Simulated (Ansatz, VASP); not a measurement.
**Ir in VASP and in Ansatz**

```
Ir
1.0
    -0.10480    1.90541    1.90541
     1.80061    0.00000    1.80061
     1.90541    1.90541   -0.10480
Ir
1
Direct
  0.00000 0.00000 0.00000
```

Change from the starting cell: engineering shear strain xz -0.1100, engineering shear strain yz +0.0000.

Alike in both runs: task single point; functional LDA; k mesh 20 × 20 × 20; occupations gaussian, width 0.15 eV; no spin polarisation.

|  | VASP | Ansatz |
| --- | --- | --- |
| version | VASP 6.6.1 | Ansatz 0.2.0 |
| potentials or method | VASP PAW LDA potentials, release 64 (Ir_sv_GW), cutoff 560 eV | scalar-relativistic, plane waves, PAW |
| valence electrons in the cell | 17 | 17 |

Ansatz gave:

```
gap on the k mesh at the Fermi level (eV)                     : none
pressure (GPa)                                                : 6.7
traceless stress, the component that is largest in VASP (GPa) : 32.59
```

Q: What did VASP give for the same quantities?

A: gap on the k mesh at the Fermi level (eV): none; pressure (GPa): 6.3; traceless stress, the component that is largest in VASP (GPa): 32.71.

Ansatz warns that its potentials were made for another functional, while VASP's fit it. LDA's correlation is that of Perdew and Zunger in VASP and of Perdew and Wang (1992) in Ansatz. A gap of «none» marks a metal or a gap that the smearing closes.

Neither program's run includes spin-orbit coupling.
